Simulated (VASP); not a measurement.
# CoC2 (Fd-3m) in VASP: further runs, part 2 of 3

VASP 6.6.1. Earlier steps stand in the parts before.

### Step 3. Single point, PBE, collinear spin, ferromagnetic start

Contents of INCAR:

```
ALGO = Normal
EDIFF = 1E-6
ENCUT = 520
GGA = PE
ISIF = 2
ISMEAR = 0
ISPIN = 2
LASPH = T
LCHARG = F
LMAXMIX = 4
LORBIT = 11
LREAL = F
LWAVE = F
MAGMOM = 1.37 1.37 0 0 0 0
NBANDS = 30
NELM = 150
PREC = Accurate
SIGMA = 0.1
```

Contents of KPOINTS:

```
k-points
0
Gamma
  6 6 6
```

Contents of POSCAR:

```
CoC2
1.0
    0.0000000000      2.8709812580      2.8709812580
    2.8709812580      0.0000000000      2.8709812580
    2.8709812580      2.8709812580      0.0000000000
Co C
2 4
Direct
    0.0000000000      0.0000000000      0.0000000000
    0.2500000000      0.2500000000      0.2500000000
    0.6250000000      0.6250000000      0.6250000000
    0.1250000000      0.6250000000      0.6250000000
    0.6250000000      0.6250000000      0.1250000000
    0.6250000000      0.1250000000      0.6250000000
```

Potentials or basis: VASP PAW PBE potentials, release 64 (Co, C).

Launch:

```console
cat potpaw_PBE.64/Co/POTCAR potpaw_PBE.64/C/POTCAR > POTCAR
mpirun -np 1 vasp_std > vasp.out
```

OUTCAR:

```text
EDIFF = 1E-6
   ENCUT = 520
   GGA = PE
   ISIF = 2
   ISMEAR = 0
   ISPIN = 2
   LASPH = T
   LORBIT = 11
   LREAL = F
   NELM = 150
   PREC = Accurate

 ion  position               nearest neighbor table
   1  0.000  0.000  0.000-   3 2.38   5 2.38   6 2.38   3 2.38   4 2.38   5 2.38   4 2.38   6 2.38
                             4 2.38   5 2.38   6 2.38   3 2.38   2 2.49   2 2.49   2 2.49   2 2.49
   2  0.250  0.250  0.250-   4 2.38   5 2.38   6 2.38   4 2.38   6 2.38   3 2.38   4 2.38   5 2.38
                             3 2.38   5 2.38   6 2.38   3 2.38   1 2.49   1 2.49   1 2.49   1 2.49
   3  0.625  0.625  0.625-   4 2.03   5 2.03   6 2.03   5 2.03   6 2.03   4 2.03   1 2.38   2 2.38
                             1 2.38   2 2.38   1 2.38   2 2.38
   4  0.125  0.625  0.625-   3 2.03   5 2.03   6 2.03   3 2.03   5 2.03   6 2.03   2 2.38   1 2.38
                             1 2.38   2 2.38   2 2.38   1 2.38
   5  0.625  0.625  0.125-   3 2.03   3 2.03   4 2.03   6 2.03   6 2.03   4 2.03   1 2.38   2 2.38
                             1 2.38   2 2.38   1 2.38   2 2.38
   6  0.625  0.125  0.625-   3 2.03   5 2.03   3 2.03   4 2.03   5 2.03   4 2.03   2 2.38   1 2.38
                             2 2.38   2 2.38   1 2.38   1 2.38

  LATTYP: Found a face centered cubic cell.
 ALAT       =     5.7419625160

  Lattice vectors:

 A1 = (   0.0000000000,   2.8709812580,   2.8709812580)
 A2 = (   2.8709812580,   0.0000000000,   2.8709812580)
 A3 = (   2.8709812580,   2.8709812580,   0.0000000000)

Analysis of symmetry for initial positions (statically):
=====================================================================
 Subroutine PRICEL returns:
 Original cell was already a primitive cell.

 Routine SETGRP: Setting up the symmetry group for a
 face centered cubic supercell.

 Subroutine GETGRP returns: Found 48 space group operations
 (whereof 24 operations were pure point group operations)
 out of a pool of 48 trial point group operations.

The static configuration has the point symmetry T_d .
 The point group associated with its full space group is O_h .

Analysis of symmetry for dynamics (positions and initial velocities):
=====================================================================
 Subroutine PRICEL returns:
 Original cell was already a primitive cell.

 Routine SETGRP: Setting up the symmetry group for a
 face centered cubic supercell.

 Subroutine GETGRP returns: Found 48 space group operations
 (whereof 24 operations were pure point group operations)
 out of a pool of 48 trial point group operations.

The dynamic configuration has the point symmetry T_d .
 The point group associated with its full space group is O_h .

Analysis of structural, dynamic, and magnetic symmetry:
=====================================================================
 Subroutine PRICEL returns:
 Original cell was already a primitive cell.

 Routine SETGRP: Setting up the symmetry group for a
 face centered cubic supercell.

 Subroutine GETGRP returns: Found 48 space group operations
 (whereof 24 operations were pure point group operations)
 out of a pool of 48 trial point group operations.

The overall configuration has the point symmetry T_d .
 The point group associated with its full space group is O_h .

 Subroutine INISYM returns: Found 48 space group operations
 (whereof 24 operations are pure point group operations),
 and found     1 'primitive' translations

[... 103 lines left out ...]
   PSTRESS=    0.0 pullay stress
   NELECT =      34.0000    total number of electrons
   NUPDOWN=      -1.0000    fix difference up-down
   EMIN   =  10.00;   EMAX   =-10.00  energy-range for DOS
   EFERMI =   0.00;   METHOD = LEGACY
   ISMEAR =     0;   SIGMA  =   0.10  broadening in eV -4-tet -1-fermi 0-gaus
   EFERMI_NEDOS =   21; number of points for ismear=-14 and -15
   IALGO  =     38    algorithm
   IMIX   =      4    mixing-type and parameters
     AMIX     =   0.40;   BMIX     =  1.00
     AMIX_MAG =   1.60;   BMIX_MAG =  1.00
  volume/ion in A,a.u.               =       7.89        53.23
  Fermi-wavevector in a.u.,A,eV,Ry     =   1.466203  2.770722 29.249143  2.149751
  Thomas-Fermi vector in A             =   2.581969
   LORBIT       =     11    0 simple, 1 ext, 2 COOP (PROOUT), +10 PAW based schemes
   GGA     = PE    functional components
   LHFCALC =     F    Hartree Fock is set to
   AEXX    =    0.0000 exact exchange contribution
   IVDW    =     0    specifies the selected vdW correction
   LEPSILON=     F    determine dielectric tensor
   LRPA    =     F    only Hartree local field effects (RPA)
 spin polarized calculation
 Gauss-broadening in eV      SIGMA  =   0.10
  energy-cutoff  :      520.00
  volume of cell :       47.33
 maximum number of plane-waves:      1303
   NGX = 15   NGY = 15   NGZ = 15

 number of electron      33.9999988 magnetization       2.2559314

 Free energy of the ion-electron system (eV)
  ---------------------------------------------------
  ext. energy  EPLUGINS =         0.00000000
  ---------------------------------------------------
  free energy    TOTEN  =       -34.83389797 eV

  energy without entropy =      -34.80664527  energy(sigma->0) =      -34.82027162

 E-fermi :  10.0861     XC(G=0): -13.3283

 val. band max:       10.0795289362   @ k =   0.3333   0.3333   0.0000
 cond. band min:      10.0896138806   @ k =  -0.3333   0.1667   0.0000
 fundamental gap:      0.0100849444
 Fermi energy:        10.0860859237

 spin component 1

 k-point     1 :       0.0000    0.0000    0.0000
  band No.  band energies     occupation
      1      -7.7888      1.00000
      2       0.6815      1.00000
      3       2.4156      1.00000
      4       2.4156      1.00000
      5       2.4156      1.00000
      6       3.0807      1.00000
[... 501 lines left out ...]
     28      18.1793      0.00000
     29      21.0357      0.00000
 Fermi energy:        10.0860859237

 spin component 2

 k-point     1 :       0.0000    0.0000    0.0000
  band No.  band energies     occupation
      1      -7.7610      1.00000
      2       0.7456      1.00000
      3       2.5123      1.00000
      4       2.5123      1.00000
      5       2.5123      1.00000
      6       3.2189      1.00000
[... 501 lines left out ...]
     28      18.4313      0.00000
     29      21.2780      0.00000
 [bands above 29 left out]

------------------------ aborting loop because EDIFF is reached ----------------------------------------

  FORCE on cell =-STRESS in cart. coord.  units (eV):
  Direction    XX          YY          ZZ          XY          YZ          ZX
  --------------------------------------------------------------------------------------
  -------------------------------------------------------------------------------------
  Total       -0.0370112     -0.0370112     -0.0370112     -0.0000000      0.0000000     -0.0000000
  in kB       -1.2529170     -1.2529170     -1.2529170     -0.0000000      0.0000000     -0.0000000
  external PRESSURE =      -1.2529170 kB  Pullay stress =       0.0000000 kB

 VOLUME and BASIS-vectors are now :
 -----------------------------------------------------------------------------
  energy-cutoff  :      520.00
  volume of cell :       47.33
      direct lattice vectors                 reciprocal lattice vectors
     0.000000000  2.870981258  2.870981258    -0.174156483  0.174156483  0.174156483
     2.870981258  0.000000000  2.870981258     0.174156483 -0.174156483  0.174156483
     2.870981258  2.870981258  0.000000000     0.174156483  0.174156483 -0.174156483

 POSITION                                       TOTAL-FORCE (eV/Angst)
 -----------------------------------------------------------------------------------
      0.00000      0.00000      0.00000        -0.000000     -0.000000     -0.000000
      1.43549      1.43549      1.43549         0.000000      0.000000      0.000000
      3.58873      3.58873      3.58873        -0.000000      0.000000      0.000000
      3.58873      2.15324      2.15324        -0.000000      0.000000      0.000000
      2.15324      2.15324      3.58873        -0.000000      0.000000      0.000000
      2.15324      3.58873      2.15324        -0.000000      0.000000      0.000000
 -----------------------------------------------------------------------------------
    total drift:                                0.000000      0.000000      0.000000

  FREE ENERGIE OF THE ION-ELECTRON SYSTEM (eV)
  ---------------------------------------------------
  free  energy   TOTEN  =       -34.8338979673 eV

  energy  without entropy=      -34.8066452712  energy(sigma->0) =      -34.82027162

 total charge

# of ion       s       p       d       tot
------------------------------------------
    1        0.329   0.423   7.428   8.180
    2        0.329   0.423   7.428   8.180
    3        1.000   1.143   0.000   2.144
    4        1.000   1.143   0.000   2.144
    5        1.000   1.143   0.000   2.144
    6        1.000   1.143   0.000   2.144
--------------------------------------------------
tot          4.660   5.419  14.855  24.934

 magnetization (x)

# of ion       s       p       d       tot
------------------------------------------
    1       -0.000   0.003   1.108   1.110
    2       -0.000   0.003   1.108   1.110
    3        0.013  -0.001   0.000   0.011
    4        0.013  -0.001   0.000   0.011
    5        0.013  -0.001   0.000   0.011
    6        0.013  -0.001   0.000   0.011
--------------------------------------------------
tot          0.050  -0.001   2.215   2.265
```

OSZICAR:

```text
N       E                     dE             d eps       ncg     rms          rms(c)
DAV:   1     0.228989268630E+03    0.22899E+03   -0.14415E+04  1944   0.130E+03
DAV:   2    -0.160130782331E+02   -0.24500E+03   -0.22384E+03  2070   0.306E+02
DAV:   3    -0.390614381932E+02   -0.23048E+02   -0.20596E+02  2286   0.954E+01
DAV:   4    -0.399566347486E+02   -0.89520E+00   -0.88314E+00  2042   0.189E+01
DAV:   5    -0.399819591883E+02   -0.25324E-01   -0.25309E-01  2508   0.316E+00    0.243E+01
DAV:   6    -0.721441550497E+02   -0.32162E+02   -0.10383E+02  2336   0.167E+02    0.615E+01
DAV:   7    -0.361103883129E+02    0.36034E+02   -0.38279E+01  2360   0.130E+02    0.129E+01
DAV:   8    -0.348267720263E+02    0.12836E+01   -0.77682E+00  2668   0.315E+01    0.417E+00
DAV:   9    -0.348166663878E+02    0.10106E-01   -0.10124E+00  2478   0.855E+00    0.134E+00
DAV:  10    -0.348293849322E+02   -0.12719E-01   -0.26253E-02  2562   0.168E+00    0.137E+00
DAV:  11    -0.348344042051E+02   -0.50193E-02   -0.45719E-03  2764   0.716E-01    0.116E+00
DAV:  12    -0.348332437196E+02    0.11605E-02   -0.12190E-02  2670   0.130E+00    0.510E-01
DAV:  13    -0.348337548319E+02   -0.51111E-03   -0.63346E-03  2766   0.769E-01    0.183E-01
DAV:  14    -0.348339692759E+02   -0.21444E-03   -0.10247E-03  2854   0.261E-01    0.104E-01
DAV:  15    -0.348339550518E+02    0.14224E-04   -0.63202E-05  2014   0.502E-02    0.922E-02
DAV:  16    -0.348338989257E+02    0.56126E-04   -0.10033E-04  2732   0.126E-01    0.222E-02
DAV:  17    -0.348338983546E+02    0.57105E-06   -0.16160E-05  2382   0.363E-02    0.108E-02
DAV:  18    -0.348338979673E+02    0.38727E-06   -0.16711E-06  1040   0.160E-02
   1 F= -.34833898E+02 E0= -.34820272E+02  d E =-.272527E-01  mag=     2.2554
```

stdout:

```text
POSCAR found type information on POSCAR CoC
 POSCAR found :  2 types and       6 ions
 scaLAPACK will be used
 LDA part: xc-table for (Slater+PW92), standard interpolation
 POSCAR, INCAR and KPOINTS ok, starting setup
 FFT: planning ... GRIDC
 FFT: planning ... GRID_SOFT
 FFT: planning ... GRID
 WAVECAR not read
 entering main loop
```

It took 62 s on 1 thread of Intel Xeon Platinum 8259CL at 2.50GHz (Skylake/Cascade Lake), shared host; peak memory 0.2 GiB.

Results:

| Property | Result |
| --- | --- |
| Free energy | -34.8339 eV |
| Pressure | -0.1 GPa |
| Net moment | 2.26 μB per cell |
| Site moments | Co +1.11; C +0.01 μB |
| Valence electrons inside the program's atomic spheres | Co 8.18; C 2.14 |

Levels at points of the mesh, in eV from the Fermi level:
Spin up:
```tsv
k point	band 14	band 15	band 16	band 17	band 18	band 19	band 20	band 21	band 22	band 23
(0.00, 0.00, 0.00)	-1.06	-1.06	-0.17	-0.17	-0.17	0.82	1.24	1.24	5.49	5.49
(0.50, 0.00, 0.00)	-1.31	-1.31	-0.88	-0.88	0.68	1.25	1.25	1.33	1.36	1.36
(0.50, 0.50, 0.00)	-2.16	-1.15	-1.15	0.98	0.98	1.16	1.16	1.99	1.99	2.01
```
Spin down:
```
           k point  band 14  band 15  band 16  band 17  band 18  band 19
(0.00, 0.00, 0.00)    -0.19    -0.19     1.00     1.08     1.08     1.08
(0.50, 0.00, 0.00)    -0.59    -0.12    -0.04    -0.04     0.77     1.40
(0.50, 0.50, 0.00)    -1.39    -0.01    -0.01     1.20     1.20     1.57
```

(Continued in part 3 of 3.)
